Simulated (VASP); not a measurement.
Input of a VASP 6.6.1 run:

The input INCAR:

```
SYSTEM = C
ALGO = Normal
EDIFF = 1E-6
ENCUT = 520
GGA = PE
ISIF = 2
ISMEAR = -1
LASPH = .TRUE.
LCHARG = .TRUE.
LELF = .TRUE.
LREAL = .FALSE.
LVHAR = .TRUE.
LWAVE = .FALSE.
NBANDS = 8
NELM = 80
PREC = Accurate
SIGMA = 0.1
```

Contents of KPOINTS:

```
k-points
0
G
  25 25 25
  0 0 0
```

The input POSCAR:

```
C
1.0
   -0.9725785800      0.9725785800      0.9725785800
    0.9725785800     -0.9725785800      0.9725785800
    0.9725785800      0.9725785800     -0.9725785800
C
1
Direct
    0.0000000000      0.0000000000      0.0000000000
```

Potentials or basis: VASP PAW PBE potentials, release 64 (C).

Command:

```sh
$ cat potpaw_PBE.64/C/POTCAR > POTCAR
$ mpirun -np 1 vasp_std > vasp.out
```

What does it give for the band gap on the k mesh?

Zero (band 2 reaches 35.20 eV, above the bottom of band 3 at 12.62 eV).

Estimate the pressure.

363.3 GPa.
